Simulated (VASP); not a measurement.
Runs of VASP 6.6.1 on Mo. The structure is that of space group Im-3m (No. 229), or close to it. The cells are those of the table. 

| cell | further INCAR settings | gap on the mesh (eV) | pressure (GPa) |
| --- | --- | --- | --- |
| a = 2.503 Å, angles 109.5°, 1 atom | ALGO = Fast; EDIFF = 1e-07; NBANDS = 13 | none | (a) |
| a = 2.758 Å, angles 110.5, 110.5, 107.3°, 1 atom | ALGO = Fast; EDIFF = 1e-07; NBANDS = 13 | none | -4.6 |
| a = 2.903 Å, angles 108.5, 108.5, 111.5°, 1 atom | ALGO = Fast; EDIFF = 1e-06; NBANDS = 13 | none | -30.6 |
| a = 2.576 Å, angles 108.3, 108.3, 111.8°, 1 atom | ALGO = Fast; EDIFF = 1e-06; NBANDS = 13 | none | 70.7 |

Alike in all rows: task single point; level PBE; potentials or basis VASP PAW PBE potentials, release 64 (Mo_sv); no spin polarisation; k mesh 22 × 22 × 22; cutoff (eV) 520; smearing gaussian 0.15 eV.

Question: Estimate the missing entries.

Answer: (a) 121.9.

A k mesh can miss the band edges, and the runs leave out spin-orbit coupling on Mo.

A gap of «none» marks levels without a gap at the run's occupations.
